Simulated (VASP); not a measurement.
# Be (P4_2/mnm) in VASP: further runs

Be is run at these levels: PBE; tasks: single point.

All numbers are computed with VASP 6.6.1; they aren't measurements. Logs are shortened: lines on timing, memory, paths and dates and some standing lists are left out, and cuts for length are marked.

## 1. The cell of the first run

The structure is tetragonal, space group P4_2/mnm (No. 136). The conventional cell has a = 3.734 Å, b = 3.734 Å, c = 2.274 Å, α = 90.00°, β = 90.00°, γ = 90.00°. Within 2.8 Å of Be (site symmetry m2m) lie 13 Be at 2.14 to 2.69 Å.

## 2. Single point, PBE (volume scaled by 0.99)

INCAR

```
PREC = Accurate
ENCUT = 520
EDIFF = 1E-6
ISMEAR = -1
SIGMA = 0.05
LREAL = F
LASPH = T
NELM = 60
ALGO = Normal
ISIF = 2
LWAVE = F
LCHARG = F
GGA = PE
NBANDS = 12
```

KPOINTS

```
regular mesh
0
Gamma
  9 9 14
```

POSCAR

```
Be
1.0
    3.7342827559      0.0000000000      0.0000000000
    0.0000000000      3.7342827559      0.0000000000
    0.0000000000      0.0000000000      2.2736502440
Be
4
Direct
    0.2974080000      0.2974080000      0.0000000000
    0.7025920000      0.7025920000      0.0000000000
    0.2025920000      0.7974080000      0.5000000000
    0.7974080000      0.2025920000      0.5000000000
```

Potentials or basis: VASP PAW PBE potentials, release 64 (Be).

Command:

```bash
$ cat potpaw_PBE.64/Be/POTCAR > POTCAR
$ mpirun -np 1 vasp_std > vasp.out
```

OUTCAR:

```text
PREC = Accurate
   ENCUT = 520
   EDIFF = 1E-6
   ISMEAR = -1
   LREAL = F
   LASPH = T
   NELM = 60
   ISIF = 2
   GGA = PE

 ion  position               nearest neighbor table
   1  0.297  0.297  0.000-   2 2.14   3 2.21   4 2.21   3 2.21   4 2.21   3 2.21   3 2.21   4 2.21
                             4 2.21
   2  0.703  0.703  0.000-   1 2.14   3 2.21   4 2.21   3 2.21   4 2.21   4 2.21   4 2.21   3 2.21
                             3 2.21
   3  0.203  0.797  0.500-   4 2.14   2 2.21   1 2.21   1 2.21   2 2.21   1 2.21   1 2.21   2 2.21
                             2 2.21
   4  0.797  0.203  0.500-   3 2.14   2 2.21   1 2.21   1 2.21   2 2.21   2 2.21   2 2.21   1 2.21
                             1 2.21

  LATTYP: Found a simple tetragonal cell.
 ALAT       =     3.7342827559
 C/A-ratio  =     0.6088586196

  Lattice vectors:

 A1 = (   3.7342827559,   0.0000000000,   0.0000000000)
 A2 = (   0.0000000000,   3.7342827559,   0.0000000000)
 A3 = (   0.0000000000,   0.0000000000,   2.2736502440)

Analysis of symmetry for initial positions (statically):
=====================================================================
 Subroutine PRICEL returns:
 Original cell was already a primitive cell.

 Routine SETGRP: Setting up the symmetry group for a
 simple tetragonal supercell.

 Subroutine GETGRP returns: Found 16 space group operations
 (whereof  8 operations were pure point group operations)
 out of a pool of 16 trial point group operations.

The static configuration has the point symmetry D_2h.
 The point group associated with its full space group is D_4h.

Analysis of symmetry for dynamics (positions and initial velocities):
=====================================================================
 Subroutine PRICEL returns:
 Original cell was already a primitive cell.

 Routine SETGRP: Setting up the symmetry group for a
 simple tetragonal supercell.

 Subroutine GETGRP returns: Found 16 space group operations
 (whereof  8 operations were pure point group operations)
 out of a pool of 16 trial point group operations.

The dynamic configuration has the point symmetry D_2h.
 The point group associated with its full space group is D_4h.

 Subroutine INISYM returns: Found 16 space group operations
 (whereof  8 operations are pure point group operations),
 and found     1 'primitive' translations

----------------------------------------------------------------------------------------

                                     Primitive cell

  volume of cell :      31.7058

  direct lattice vectors                    reciprocal lattice vectors
     3.734282756  0.000000000  0.000000000     0.267789042  0.000000000  0.000000000
     0.000000000  3.734282756  0.000000000     0.000000000  0.267789042  0.000000000
     0.000000000  0.000000000  2.273650244     0.000000000  0.000000000  0.439821385

  length of vectors
     3.734282756  3.734282756  2.273650244     0.267789042  0.267789042  0.439821385

  position of ions in fractional coordinates (direct lattice)
     0.297408000  0.297408000  0.000000000
     0.702592000  0.702592000  0.000000000
     0.202592000  0.797408000  0.500000000
     0.797408000  0.202592000  0.500000000

  ion indices of the primitive-cell ions
   primitive index   ion index
                 1           1
                 2           2
                 3           3
                 4           4

----------------------------------------------------------------------------------------

 KPOINTS: regular mesh

Automatic generation of k-mesh.
 Grid dimensions read from file:
 generate k-points for:    9    9   14

 Generating k-lattice:

  Cartesian coordinates                     Fractional coordinates (reciprocal lattice)
     0.029754338  0.000000000  0.000000000     0.111111111  0.000000000  0.000000000
     0.000000000  0.029754338  0.000000000     0.000000000  0.111111111  0.000000000
     0.000000000  0.000000000  0.031415813     0.000000000  0.000000000  0.071428571

  Length of vectors
     0.029754338  0.029754338  0.031415813

  Shift w.r.t. Gamma in fractional coordinates (k-lattice)
     0.000000000  0.000000000  0.000000000

 Subroutine IBZKPT returns following result:
 ===========================================

 Found    120 irreducible k-points:

 Following reciprocal coordinates:
            Coordinates               Weight
  0.000000  0.000000  0.000000      1.000000
  0.111111  0.000000  0.000000      4.000000
  0.222222  0.000000  0.000000      4.000000
  0.333333  0.000000  0.000000      4.000000
  0.444444  0.000000  0.000000      4.000000
  0.111111  0.111111  0.000000      4.000000
[... 16 lines left out ...]
  0.333333  0.111111  0.071429     16.000000
  0.444444  0.111111  0.071429     16.000000
 [... further k-points ...]
   k-points           NKPTS =    120   k-points in BZ     NKDIM =    120   number of bands    NBANDS=     12
   number of dos      NEDOS =    301   number of ions     NIONS =      4
   total plane-waves  NPLWV =  14112
   dimension x,y,z NGX =    28 NGY =   28 NGZ =   18
   dimension x,y,z NGXF=    56 NGYF=   56 NGZF=   36
   ions per type =               4
   NGX,Y,Z   is equivalent  to a cutoff of  12.47, 12.47, 13.16 a.u.
   NGXF,Y,Z  is equivalent  to a cutoff of  24.93, 24.93, 26.32 a.u.
 SYSTEM =  unknown system
   PREC   = accura    normal or accurate (medium, high low for compatibility)
   ISTART =      0    job   : 0-new  1-cont  2-samecut
   ICHARG =      2    charge: 1-file 2-atom 10-const
   ISPIN  =      1    spin polarized calculation?
   LNONCOLLINEAR =      F non collinear calculations
   LSORBIT =      F    spin-orbit coupling
   LASPH  =      T    aspherical Exc in radial PAW
   ENCUT  =  520.0 eV  38.22 Ry    6.18 a.u.   6.94  6.94  4.23*2*pi/ulx,y,z
   NELM   =     60;   NELMIN=  2; NELMDL= -5     # of ELM steps
   EDIFF  = 0.1E-05   stopping-criterion for ELM
   LREAL  =      F    real-space projection
   EDIFFG = 0.1E-04   stopping-criterion for IOM
   NSW    =      0    number of steps for IOM
   IBRION =     -1    ionic relax: 0-MD 1-quasi-New 2-CG
   NFREE  =      0    steps in history (QN), initial steepest desc. (CG)
   ISIF   =      2    stress and relaxation
   ISYM   =      2    0-nonsym 1-usesym 2-fastsym
   POTIM  = 0.5000    time-step for ionic-motion
   TEBEG  =    0.0;   TEEND  =   0.0 temperature during run
   PSTRESS=    0.0 pullay stress
   NELECT =       8.0000    total number of electrons
   NUPDOWN=      -1.0000    fix difference up-down
   EMIN   =  10.00;   EMAX   =-10.00  energy-range for DOS
   EFERMI =   0.00;   METHOD = LEGACY
   ISMEAR =    -1;   SIGMA  =   0.05  broadening in eV -4-tet -1-fermi 0-gaus
   EFERMI_NEDOS =   21; number of points for ismear=-14 and -15
   IALGO  =     38    algorithm
   IMIX   =      4    mixing-type and parameters
     AMIX     =   0.40;   BMIX     =  1.00
     AMIX_MAG =   1.60;   BMIX_MAG =  1.00
  volume/ion in A,a.u.               =       7.93        53.49
  Fermi-wavevector in a.u.,A,eV,Ry     =   1.034488  1.954899 14.560486  1.070166
  Thomas-Fermi vector in A             =   2.168786
   LORBIT       =      0    0 simple, 1 ext, 2 COOP (PROOUT), +10 PAW based schemes
   GGA     = PE    functional components
   LHFCALC =     F    Hartree Fock is set to
   AEXX    =    0.0000 exact exchange contribution
   IVDW    =     0    specifies the selected vdW correction
   LEPSILON=     F    determine dielectric tensor
   LRPA    =     F    only Hartree local field effects (RPA)
 non-spin polarized calculation
  energy-cutoff  :      520.00
  volume of cell :       31.71
 maximum number of plane-waves:       874
 NGX is ok and might be reduce to    28
   NGX = 13   NGY = 13   NGZ =  9

 number of electron       8.0000000 magnetization

 Free energy of the ion-electron system (eV)
  ---------------------------------------------------
  ext. energy  EPLUGINS =         0.00000000
  ---------------------------------------------------
  free energy    TOTEN  =       -14.85228341 eV

  energy without entropy =      -14.84764747  energy(sigma->0) =      -14.84996544

 E-fermi :   6.8738     XC(G=0): -10.5953

 val. band max:        6.8692187115   @ k =   0.1111   0.0000   0.2857
 cond. band min:       6.8739203555   @ k =   0.1111   0.0000   0.5000
 fundamental gap:      0.0047016440
 Fermi energy:         6.8737833348

 k-point     1 :       0.0000    0.0000    0.0000
  band No.  band energies     occupation
      1      -4.3323      2.00000
      2       1.8811      2.00000
      3       2.4542      2.00000
      4       5.8714      2.00000
      5       5.8714      2.00000
      6      11.7652      0.00000
      7      11.7652      0.00000
      8      14.3152      0.00000
      9      16.1697      0.00000
     10      17.4905      0.00000
     11      23.1027      0.00000
     12      23.1027      0.00000

 k-point     2 :       0.1111    0.0000    0.0000
  band No.  band energies     occupation
      1      -4.2345      2.00000
      2       1.4648      2.00000
      3       2.3365      2.00000
      4       5.8389      2.00000
      5       6.6029      1.99116
      6      10.8166      0.00000
      7      11.6476      0.00000
      8      15.5245      0.00000
      9      16.2894      0.00000
     10      17.9842      0.00000
     11      22.5989      0.00000
     12      23.2036      0.00000

 k-point     3 :       0.2222    0.0000    0.0000
  band No.  band energies     occupation
      1      -3.9409      2.00000
      2       0.3324      2.00000
      3       2.6016      2.00000
      4       5.6909      2.00000
      5       7.8505      0.00000
      6       9.5236      0.00000
      7      11.6851      0.00000
      8      16.6467      0.00000
      9      17.5818      0.00000
     10      19.2730      0.00000
     11      21.4861      0.00000
     12      23.1863      0.00000
[... 286 lines left out ...]
 k-point    23 :       0.3333    0.1111    0.0714
  band No.  band energies     occupation
      1      -3.2438      2.00000
      2      -0.6316      2.00000
      3       2.5998      2.00000
      4       5.0600      2.00000
      5       8.6521      0.00000
      6       9.8846      0.00000
      7      12.8021      0.00000
      8      16.1515      0.00000
      9      18.7915      0.00000
     10      19.4497      0.00000
     11      21.0108      0.00000
     12      22.5871      0.00000

 k-point    24 :       0.4444    0.1111    0.0714
  band No.  band energies     occupation
      1      -2.5591      2.00000
      2      -1.6839      2.00000
      3       3.3016      2.00000
      4       4.1504      2.00000
      5       9.0254      0.00000
      6       9.4803      0.00000
      7      14.8305      0.00000
      8      17.1116      0.00000
      9      17.3443      0.00000
     10      18.2438      0.00000
     11      21.9357      0.00000
     12      23.1701      0.00000

 [... further k-points ...]
[... 5 lines left out ...]
  --------------------------------------------------------------------------------------
  -------------------------------------------------------------------------------------
  Total        0.3486141      0.3486141      0.1055614     -0.0000000      0.0000000      0.0000000
  in kB       17.6164124     17.6164124      5.3343015     -0.0000000      0.0000000      0.0000000
  external PRESSURE =      13.5223754 kB  Pullay stress =       0.0000000 kB

 VOLUME and BASIS-vectors are now :
 -----------------------------------------------------------------------------
  energy-cutoff  :      520.00
  volume of cell :       31.71
      direct lattice vectors                 reciprocal lattice vectors
     3.734282756  0.000000000  0.000000000     0.267789042  0.000000000  0.000000000
     0.000000000  3.734282756  0.000000000     0.000000000  0.267789042  0.000000000
     0.000000000  0.000000000  2.273650244     0.000000000  0.000000000  0.439821385

 POSITION                                       TOTAL-FORCE (eV/Angst)
 -----------------------------------------------------------------------------------
      1.11061      1.11061      0.00000        -0.001403     -0.001403      0.000000
      2.62368      2.62368      0.00000         0.001403      0.001403      0.000000
      0.75654      2.97775      1.13683         0.001403     -0.001403      0.000000
      2.97775      0.75654      1.13683        -0.001403      0.001403      0.000000
 -----------------------------------------------------------------------------------
    total drift:                                0.000000      0.000000     -0.000000

  FREE ENERGIE OF THE ION-ELECTRON SYSTEM (eV)
  ---------------------------------------------------
  free  energy   TOTEN  =       -14.8522834068 eV

  energy  without entropy=      -14.8476474652  energy(sigma->0) =      -14.84996544
```

Wall time 37 s (1 thread of Intel Xeon 8259CL, shared host); peak memory 0.16 GiB.

Results:

| Item | Value |
| --- | --- |
| Free energy | -14.8523 eV |
| Pressure | 1.4 GPa |
| Band gap on the k mesh | zero (band 4 reaches 7.90 eV, above the bottom of band 5 at 5.87 eV) |

Stress tensor (GPa, compression positive):
```
1.76 0.00 0.00
0.00 1.76 0.00
0.00 0.00 0.53
```

## 3. Single point, PBE (volume scaled by 1.02)

INCAR

```
SYSTEM = Be
PREC = Accurate
ENCUT = 520
EDIFF = 1E-6
ISMEAR = -1
SIGMA = 0.05
LREAL = .FALSE.
LASPH = .TRUE.
NELM = 80
ALGO = Normal
ISIF = 2
LWAVE = .FALSE.
LCHARG = .FALSE.
GGA = PE
NBANDS = 12
```

KPOINTS

```
Automatic mesh
0
G
  9 9 14
  0 0 0
```

POSCAR

```
Be
1.0
    3.7716280609      0.0000000000      0.0000000000
    0.0000000000      3.7716280609      0.0000000000
    0.0000000000      0.0000000000      2.2963882549
Be
4
Direct
    0.2974080000      0.2974080000      0.0000000000
    0.7025920000      0.7025920000      0.0000000000
    0.2025920000      0.7974080000      0.5000000000
    0.7974080000      0.2025920000      0.5000000000
```

Potentials or basis: VASP PAW PBE potentials, release 64 (Be).

Command:

```bash
$ cat potpaw_PBE.64/Be/POTCAR > POTCAR
$ mpirun -np 1 vasp_std > vasp.out
```

Run time: 39 s. Hardware: 1 thread of Intel Xeon 8259CL, shared host; peak memory 0.15 GiB.

The run converged. Its results:

| Item | Value |
| --- | --- |
| Free energy | -14.8496 eV |
| Pressure | -2.2 GPa |
| Largest force | 0.015 eV/Å |
| Band gap on the k mesh | zero (band 4 reaches 7.65 eV, above the bottom of band 5 at 5.60 eV) |

Forces in eV/Å, atoms in the order of the input:
```
Be   0.011  0.011  0.000
Be  -0.011 -0.011  0.000
Be  -0.011  0.011  0.000
Be   0.011 -0.011  0.000
```

Stress tensor (GPa, compression positive):
```
-1.63  0.00  0.00
 0.00 -1.63  0.00
 0.00  0.00 -3.26
```

Levels at points of the mesh, in eV from the Fermi level:
| k point | band 1 | band 2 | band 3 | band 4 | band 5 | band 6 | band 7 | band 8 | band 9 |
| --- | --- | --- | --- | --- | --- | --- | --- | --- | --- |
| (0.00, 0.00, 0.00) | -11.04 | -4.88 | -4.30 | -1.03 | -1.03 | 4.77 | 4.77 | 7.33 | 9.10 |
| (0.00, 0.00, 0.50) | -5.73 | -5.73 | 1.02 | 1.02 | 1.81 | 1.81 | 2.61 | 2.61 | 7.35 |

## 4. Single point, PBE (volume scaled by 1.06)

INCAR

```
ALGO = Normal
EDIFF = 1E-6
ENCUT = 520
GGA = PE
ISIF = 2
ISMEAR = -1
LASPH = True
LCHARG = True
LELF = True
LREAL = False
LVHAR = True
LWAVE = False
NBANDS = 12
NELM = 60
PREC = Accurate
SIGMA = 0.05
```

KPOINTS

```
k-points
0
Gamma
  9 9 14
```

POSCAR

```
Be
1.0
    3.8202995976      0.0000000000      0.0000000000
    0.0000000000      3.8202995976      0.0000000000
    0.0000000000      0.0000000000      2.3260223395
Be
4
Direct
    0.2974080000      0.2974080000      0.0000000000
    0.7025920000      0.7025920000      0.0000000000
    0.2025920000      0.7974080000      0.5000000000
    0.7974080000      0.2025920000      0.5000000000
```

Potentials or basis: VASP PAW PBE potentials, release 64 (Be).

Command:

```bash
$ cat potpaw_PBE.64/Be/POTCAR > POTCAR
$ mpirun -np 1 vasp_std > vasp.out
```

OUTCAR:

```text
EDIFF = 1E-6
   ENCUT = 520
   GGA = PE
   ISIF = 2
   ISMEAR = -1
   LASPH = True
   LREAL = False
   NELM = 60
   PREC = Accurate

 ion  position               nearest neighbor table
   1  0.297  0.297  0.000-   2 2.19   3 2.27   4 2.27   3 2.27   4 2.27   3 2.27   3 2.27   4 2.27
                             4 2.27
   2  0.703  0.703  0.000-   1 2.19   3 2.27   4 2.27   3 2.27   4 2.27   4 2.27   4 2.27   3 2.27
                             3 2.27
   3  0.203  0.797  0.500-   4 2.19   2 2.27   1 2.27   1 2.27   2 2.27   1 2.27   1 2.27   2 2.27
[... 560 lines left out ...]
 [... further k-points ...]
[... 5 lines left out ...]
  --------------------------------------------------------------------------------------
  -------------------------------------------------------------------------------------
  Total       -1.1671969     -1.1671969     -1.6181310      0.0000000      0.0000000      0.0000000
  in kB      -55.0866036    -55.0866036    -76.3687261      0.0000000      0.0000000      0.0000000
  external PRESSURE =     -62.1806444 kB  Pullay stress =       0.0000000 kB

 VOLUME and BASIS-vectors are now :
 -----------------------------------------------------------------------------
  energy-cutoff  :      520.00
  volume of cell :       33.95
      direct lattice vectors                 reciprocal lattice vectors
     3.820299598  0.000000000  0.000000000     0.261759575  0.000000000  0.000000000
     0.000000000  3.820299598  0.000000000     0.000000000  0.261759575  0.000000000
     0.000000000  0.000000000  2.326022340     0.000000000  0.000000000  0.429918485

 POSITION                                       TOTAL-FORCE (eV/Angst)
 -----------------------------------------------------------------------------------
      1.13619      1.13619      0.00000         0.025535      0.025535      0.000000
      2.68411      2.68411      0.00000        -0.025535     -0.025535     -0.000000
      0.77396      3.04634      1.16301        -0.025535      0.025535      0.000000
      3.04634      0.77396      1.16301         0.025535     -0.025535     -0.000000
 -----------------------------------------------------------------------------------
    total drift:                                0.000000      0.000000     -0.000000

  FREE ENERGIE OF THE ION-ELECTRON SYSTEM (eV)
  ---------------------------------------------------
  free  energy   TOTEN  =       -14.8156604361 eV

  energy  without entropy=      -14.8104050215  energy(sigma->0) =      -14.81303273
```

OSZICAR:

```text
N       E                     dE             d eps       ncg     rms          rms(c)
DAV:   1    -0.446746703944E+00   -0.44675E+00   -0.32699E+03  2880   0.554E+02
DAV:   2    -0.145847417394E+02   -0.14138E+02   -0.13616E+02  3780   0.949E+01
DAV:   3    -0.149317975403E+02   -0.34706E+00   -0.34438E+00  4076   0.103E+01
DAV:   4    -0.149328305833E+02   -0.10330E-02   -0.10325E-02  3520   0.631E-01
DAV:   5    -0.149328336877E+02   -0.31044E-05   -0.31041E-05  3832   0.318E-02    0.165E+00
DAV:   6    -0.148498395905E+02    0.82994E-01   -0.15715E-02  3488   0.101E+00    0.999E-01
DAV:   7    -0.148157088215E+02    0.34131E-01   -0.20009E-02  3388   0.104E+00    0.828E-02
DAV:   8    -0.148156611579E+02    0.47664E-04   -0.53196E-04  3708   0.134E-01    0.128E-02
DAV:   9    -0.148156604361E+02    0.72176E-06   -0.29652E-06  4112   0.108E-02
   1 F= -.14815660E+02 E0= -.14813033E+02  d E =-.525541E-02
```

It took 39 s on 1 thread of Intel Xeon 8259CL, shared host; peak memory 0.16 GiB.

What came out:

```
Free energy            : -14.8157 eV
Pressure               : -6.2 GPa
Largest force          : 0.036 eV/Å
Band gap on the k mesh : zero (band 4 reaches 7.33 eV, above the bottom of band 5 at 5.26 eV)
```

Forces in eV/Å, atoms in the order of the input:
```
Be   0.026  0.026  0.000
Be  -0.026 -0.026  0.000
Be  -0.026  0.026  0.000
Be   0.026 -0.026  0.000
```

Stress tensor (GPa, compression positive):
```
-5.51  0.00  0.00
 0.00 -5.51  0.00
 0.00  0.00 -7.64
```

## 5. Summary

| cell | gap on the mesh (eV) | pressure (GPa) | largest force (eV/Å) |
| --- | --- | --- | --- |
| a = 3.734, b = 3.734, c = 2.274 Å, 4 atoms | none | 1.4 | - |
| a = 3.772, b = 3.772, c = 2.296 Å, 4 atoms | none | -2.2 | 0.02 |
| a = 3.820, b = 3.820, c = 2.326 Å, 4 atoms | none | -6.2 | 0.04 |

Alike in all rows: task single point; level PBE; potentials or basis VASP PAW PBE potentials, release 64 (Be); no spin polarisation; k mesh 9 × 9 × 14; cutoff (eV) 520; smearing fermi-dirac 0.05 eV.

Total energies depend on the potentials used, so only differences within one code and one set of settings carry meaning.
